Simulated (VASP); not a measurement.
# Ti4C (P4/mmm) in VASP: single point with PBE

Aim: the single point of Ti4C with PBE.

Everything below comes from runs of VASP 6.6.1. Logs are shortened: lines on timing, memory, paths and dates and some standing lists are left out, and cuts for length are marked.

## Step 1: The cell of the first run

Symmetry: P4/mmm, No. 123, tetragonal system. The conventional cell has a = 5.084 Å, b = 5.084 Å, c = 3.962 Å, α = 90.00°, β = 90.00°, γ = 90.00°. Ti (site symmetry mmm) has 4 Ti at 2.54 Å and 4 C at 3.22 Å within 3.4 Å. Ti (site symmetry 4/mmm) has 4 Ti at 2.54 Å within 3.4 Å. Ti (site symmetry 4/mmm) has 2 C at 1.98 Å and 4 Ti at 2.54 Å within 2.6 Å. C (site symmetry 4/mmm) has 2 Ti at 1.98 Å within 2.6 Å.

The cell was generated, and may not be a known phase.

## Step 2: Single point, PBE

INCAR

```
SYSTEM = Ti4C
ALGO     = Normal         ! electronic algorithm
EDIFF    = 1E-7           ! SCF threshold, eV
ENCUT    = 520            ! plane-wave cutoff, eV
GGA      = PE             ! functional
ISIF     = 2              ! what is computed and relaxed
ISMEAR   = 0              ! smearing method
LASPH    = .TRUE.         ! aspherical terms in the spheres
LCHARG   = .TRUE.         ! write CHGCAR
LELF     = .TRUE.         ! ELF
LREAL    = .FALSE.        ! projectors in reciprocal space
LVHAR    = .TRUE.       
LWAVE    = .FALSE.        ! write WAVECAR
NBANDS   = 34             ! bands
NELM     = 80             ! most SCF steps
PREC     = Accurate       ! precision mode
SIGMA    = 0.1            ! smearing width, eV
```

KPOINTS

```
k-points
0
G
  8 8 10
  0 0 0
```

POSCAR

```
Ti4C
1.0
    5.0840306823      0.0000000000      0.0000000000
    0.0000000000      5.0840306823      0.0000000000
    0.0000000000      0.0000000000      3.9622348043
Ti C
4 1
Direct
    0.0000000000      0.5000000000      0.0000000000
    0.5000000000      0.0000000000      0.0000000000
    0.0000000000      0.0000000000      0.0000000000
    0.5000000000      0.5000000000      0.0000000000
    0.5000000000      0.5000000000      0.5000000000
```

Potentials or basis: VASP PAW PBE potentials, release 64 (Ti_sv, C).

On the command line:

```console
> cat potpaw_PBE.64/Ti_sv/POTCAR potpaw_PBE.64/C/POTCAR > POTCAR
> mpirun -np 1 vasp_std > vasp.out
```

OUTCAR:

```text
SYSTEM = Ti4C
   EDIFF = 1E-7
   ENCUT = 520
   GGA = PE
   ISIF = 2
   ISMEAR = 0
   LASPH = .TRUE.
   LREAL = .FALSE.
   NELM = 80
   PREC = Accurate

 ion  position               nearest neighbor table
   1  0.000  0.500  0.000-   3 2.54   4 2.54   3 2.54   4 2.54
   2  0.500  0.000  0.000-   3 2.54   4 2.54   4 2.54   3 2.54
   3  0.000  0.000  0.000-   1 2.54   2 2.54   1 2.54   2 2.54
   4  0.500  0.500  0.000-   5 1.98   5 1.98   1 2.54   2 2.54   2 2.54   1 2.54
   5  0.500  0.500  0.500-   4 1.98   4 1.98

  LATTYP: Found a simple tetragonal cell.
 ALAT       =     5.0840306823
 C/A-ratio  =     0.7793491133

  Lattice vectors:

 A1 = (   5.0840306823,   0.0000000000,   0.0000000000)
 A2 = (   0.0000000000,   5.0840306823,   0.0000000000)
 A3 = (   0.0000000000,   0.0000000000,   3.9622348043)

Analysis of symmetry for initial positions (statically):
=====================================================================
 Subroutine PRICEL returns:
 Original cell was already a primitive cell.

 Routine SETGRP: Setting up the symmetry group for a
 simple tetragonal supercell.

 Subroutine GETGRP returns: Found 16 space group operations
 (whereof 16 operations were pure point group operations)
 out of a pool of 16 trial point group operations.

The static configuration has the point symmetry D_4h.

Analysis of symmetry for dynamics (positions and initial velocities):
=====================================================================
 Subroutine PRICEL returns:
 Original cell was already a primitive cell.

 Routine SETGRP: Setting up the symmetry group for a
 simple tetragonal supercell.

 Subroutine GETGRP returns: Found 16 space group operations
 (whereof 16 operations were pure point group operations)
 out of a pool of 16 trial point group operations.

The dynamic configuration has the point symmetry D_4h.

 Subroutine INISYM returns: Found 16 space group operations
 (whereof 16 operations are pure point group operations),
 and found     1 'primitive' translations

----------------------------------------------------------------------------------------

                                     Primitive cell

  volume of cell :     102.4133

  direct lattice vectors                    reciprocal lattice vectors
     5.084030682  0.000000000  0.000000000     0.196694328  0.000000000  0.000000000
     0.000000000  5.084030682  0.000000000     0.000000000  0.196694328  0.000000000
     0.000000000  0.000000000  3.962234804     0.000000000  0.000000000  0.252382822

  length of vectors
     5.084030682  5.084030682  3.962234804     0.196694328  0.196694328  0.252382822

  position of ions in fractional coordinates (direct lattice)
     0.000000000  0.500000000  0.000000000
     0.500000000  0.000000000  0.000000000
     0.000000000  0.000000000  0.000000000
     0.500000000  0.500000000  0.000000000
     0.500000000  0.500000000  0.500000000

  ion indices of the primitive-cell ions
   primitive index   ion index
                 1           1
                 2           2
                 3           3
                 4           4
                 5           5

----------------------------------------------------------------------------------------

 KPOINTS: k-points

Automatic generation of k-mesh.
 Grid dimensions read from file:
 generate k-points for:    8    8   10

 Generating k-lattice:

  Cartesian coordinates                     Fractional coordinates (reciprocal lattice)
     0.024586791  0.000000000  0.000000000     0.125000000  0.000000000  0.000000000
     0.000000000  0.024586791  0.000000000     0.000000000  0.125000000  0.000000000
     0.000000000  0.000000000  0.025238282     0.000000000  0.000000000  0.100000000

  Length of vectors
     0.024586791  0.024586791  0.025238282

  Shift w.r.t. Gamma in fractional coordinates (k-lattice)
     0.000000000  0.000000000  0.000000000

 Subroutine IBZKPT returns following result:
 ===========================================

 Found     90 irreducible k-points:

 Following reciprocal coordinates:
            Coordinates               Weight
  0.000000  0.000000  0.000000      1.000000
  0.125000  0.000000  0.000000      4.000000
  0.250000  0.000000  0.000000      4.000000
  0.375000  0.000000  0.000000      4.000000
  0.500000  0.000000  0.000000      2.000000
  0.125000  0.125000  0.000000      4.000000
[... 16 lines left out ...]
  0.375000  0.125000  0.100000     16.000000
  0.500000  0.125000  0.100000      8.000000
 [... further k-points ...]
   k-points           NKPTS =     90   k-points in BZ     NKDIM =     90   number of bands    NBANDS=     34
   number of dos      NEDOS =    301   number of ions     NIONS =      5
   total plane-waves  NPLWV =  48000
   dimension x,y,z NGX =    40 NGY =   40 NGZ =   30
   dimension x,y,z NGXF=    80 NGYF=   80 NGZF=   60
   ions per type =               4   1
   NGX,Y,Z   is equivalent  to a cutoff of  13.08, 13.08, 12.59 a.u.
   NGXF,Y,Z  is equivalent  to a cutoff of  26.16, 26.16, 25.17 a.u.
 SYSTEM =  Ti4C
   PREC   = accura    normal or accurate (medium, high low for compatibility)
   ISTART =      0    job   : 0-new  1-cont  2-samecut
   ICHARG =      2    charge: 1-file 2-atom 10-const
   ISPIN  =      1    spin polarized calculation?
   LNONCOLLINEAR =      F non collinear calculations
   LSORBIT =      F    spin-orbit coupling
   LASPH  =      T    aspherical Exc in radial PAW
   ENCUT  =  520.0 eV  38.22 Ry    6.18 a.u.   9.45  9.45  7.37*2*pi/ulx,y,z
   NELM   =     80;   NELMIN=  2; NELMDL= -5     # of ELM steps
   EDIFF  = 0.1E-06   stopping-criterion for ELM
   LREAL  =      F    real-space projection
   EDIFFG = 0.1E-05   stopping-criterion for IOM
   NSW    =      0    number of steps for IOM
   IBRION =     -1    ionic relax: 0-MD 1-quasi-New 2-CG
   NFREE  =      0    steps in history (QN), initial steepest desc. (CG)
   ISIF   =      2    stress and relaxation
   ISYM   =      2    0-nonsym 1-usesym 2-fastsym
   POTIM  = 0.5000    time-step for ionic-motion
   TEBEG  =    0.0;   TEEND  =   0.0 temperature during run
   PSTRESS=    0.0 pullay stress
   NELECT =      52.0000    total number of electrons
   NUPDOWN=      -1.0000    fix difference up-down
   EMIN   =  10.00;   EMAX   =-10.00  energy-range for DOS
   EFERMI =   0.00;   METHOD = LEGACY
   ISMEAR =     0;   SIGMA  =   0.10  broadening in eV -4-tet -1-fermi 0-gaus
   EFERMI_NEDOS =   21; number of points for ismear=-14 and -15
   IALGO  =     38    algorithm
   IMIX   =      4    mixing-type and parameters
     AMIX     =   0.40;   BMIX     =  1.00
     AMIX_MAG =   1.60;   BMIX_MAG =  1.00
  volume/ion in A,a.u.               =      20.48       138.22
  Fermi-wavevector in a.u.,A,eV,Ry     =   1.306042  2.468061 23.208075  1.705745
  Thomas-Fermi vector in A             =   2.436870
   LORBIT       =      0    0 simple, 1 ext, 2 COOP (PROOUT), +10 PAW based schemes
   GGA     = PE    functional components
   LHFCALC =     F    Hartree Fock is set to
   AEXX    =    0.0000 exact exchange contribution
   IVDW    =     0    specifies the selected vdW correction
   LEPSILON=     F    determine dielectric tensor
   LRPA    =     F    only Hartree local field effects (RPA)
 non-spin polarized calculation
 Gauss-broadening in eV      SIGMA  =   0.10
  energy-cutoff  :      520.00
  volume of cell :      102.41
 maximum number of plane-waves:      2788
 NGX is ok and might be reduce to    40
   NGX = 19   NGY = 19   NGZ = 15

 number of electron      52.0000003 magnetization

 Free energy of the ion-electron system (eV)
  ---------------------------------------------------
  ext. energy  EPLUGINS =         0.00000000
  ---------------------------------------------------
  free energy    TOTEN  =       -32.62187837 eV

  energy without entropy =      -32.58421871  energy(sigma->0) =      -32.60304854

 E-fermi :   5.0958     XC(G=0):  -9.8932

 val. band max:        5.0929619017   @ k =   0.5000   0.0000   0.0000
 cond. band min:       5.0971115792   @ k =   0.5000   0.3750   0.2000
 fundamental gap:      0.0041496775
 Fermi energy:         5.0957748821

 k-point     1 :       0.0000    0.0000    0.0000
  band No.  band energies     occupation
      1     -51.7269      2.00000
      2     -51.6485      2.00000
      3     -51.4110      2.00000
      4     -50.6997      2.00000
      5     -28.3328      2.00000
      6     -28.3328      2.00000
[... 26 lines left out ...]
     33       7.2980      0.00000
     34       7.6134      0.00000

 k-point     2 :       0.1250    0.0000    0.0000
  band No.  band energies     occupation
      1     -51.7224      2.00000
      2     -51.6488      2.00000
      3     -51.4143      2.00000
      4     -50.7010      2.00000
      5     -28.3274      2.00000
      6     -28.2937      2.00000
[... 26 lines left out ...]
     33       7.0073      0.00000
     34       7.5445      0.00000

 k-point     3 :       0.2500    0.0000    0.0000
  band No.  band energies     occupation
      1     -51.7103      2.00000
      2     -51.6507      2.00000
      3     -51.4224      2.00000
      4     -50.7043      2.00000
      5     -28.3127      2.00000
      6     -28.1836      2.00000
[... 26 lines left out ...]
     33       6.3922      0.00000
     34       7.4485      0.00000
[... 704 lines left out ...]
 k-point    23 :       0.3750    0.1250    0.1000
  band No.  band energies     occupation
      1     -51.6907      2.00000
      2     -51.6545      2.00000
      3     -51.4353      2.00000
      4     -50.7089      2.00000
      5     -28.2547      2.00000
      6     -28.1557      2.00000
[... 26 lines left out ...]
     33       6.5168      0.00000
     34       6.8108      0.00000

 k-point    24 :       0.5000    0.1250    0.1000
  band No.  band energies     occupation
      1     -51.6819      2.00000
      2     -51.6586      2.00000
      3     -51.4391      2.00000
      4     -50.7103      2.00000
      5     -28.2444      2.00000
      6     -28.1626      2.00000
[... 26 lines left out ...]
     33       6.4720      0.00000
     34       6.8809      0.00000

 [... further k-points ...]

------------------------ aborting loop because EDIFF is reached ----------------------------------------

  FORCE on cell =-STRESS in cart. coord.  units (eV):
  Direction    XX          YY          ZZ          XY          YZ          ZX
  --------------------------------------------------------------------------------------
  -------------------------------------------------------------------------------------
  Total       -0.1095980     -0.1095980     -0.0551202      0.0000000      0.0000000     -0.0000000
  in kB       -1.7145762     -1.7145762     -0.8623126      0.0000000      0.0000000     -0.0000000
  external PRESSURE =      -1.4304883 kB  Pullay stress =       0.0000000 kB

 VOLUME and BASIS-vectors are now :
 -----------------------------------------------------------------------------
  energy-cutoff  :      520.00
  volume of cell :      102.41
      direct lattice vectors                 reciprocal lattice vectors
     5.084030682  0.000000000  0.000000000     0.196694328  0.000000000  0.000000000
     0.000000000  5.084030682  0.000000000     0.000000000  0.196694328  0.000000000
     0.000000000  0.000000000  3.962234804     0.000000000  0.000000000  0.252382822

 POSITION                                       TOTAL-FORCE (eV/Angst)
 -----------------------------------------------------------------------------------
      0.00000      2.54202      0.00000         0.000000      0.000000      0.000000
      2.54202      0.00000      0.00000         0.000000      0.000000      0.000000
      0.00000      0.00000      0.00000         0.000000      0.000000      0.000000
      2.54202      2.54202      0.00000         0.000000      0.000000      0.000000
      2.54202      2.54202      1.98112         0.000000      0.000000      0.000000
 -----------------------------------------------------------------------------------
    total drift:                                0.000000      0.000000     -0.000000

  FREE ENERGIE OF THE ION-ELECTRON SYSTEM (eV)
  ---------------------------------------------------
  free  energy   TOTEN  =       -32.6218783685 eV

  energy  without entropy=      -32.5842187133  energy(sigma->0) =      -32.60304854
```

It took 2.9 min on 1 thread of Intel Xeon 6975P-C (Granite Rapids), shared host; peak memory 0.37 GiB.

Results:

* Free energy: -32.6219 eV
* Pressure: -0.1 GPa
* Band gap on the k mesh: zero (bands 26 and 27 overlap by 1.40 eV)

Levels at points of the mesh, in eV from the Fermi level:
| k point | band 23 | band 24 | band 25 | band 26 | band 27 | band 28 | band 29 | band 30 |
| --- | --- | --- | --- | --- | --- | --- | --- | --- |
| (0.00, 0.00, 0.00) | -0.96 | -0.80 | -0.59 | -0.59 | -0.57 | 0.28 | 0.45 | 0.52 |
| (0.50, 0.00, 0.00) | -0.33 | -0.21 | -0.13 | 0.00 | 0.18 | 0.43 | 0.57 | 0.58 |
| (0.50, 0.50, 0.00) | 0.16 | 0.16 | 0.48 | 0.65 | 0.76 | 0.76 | 0.86 | 0.86 |
| (0.00, 0.00, 0.50) | -1.20 | -0.71 | -0.64 | -0.43 | -0.43 | 0.17 | 1.72 | 2.21 |
| (0.50, 0.00, 0.50) | -0.94 | -0.87 | -0.80 | -0.02 | 0.13 | 0.30 | 0.39 | 1.32 |
| (0.50, 0.50, 0.50) | -0.78 | -0.63 | -0.47 | 0.83 | 0.83 | 0.87 | 1.03 | 1.03 |
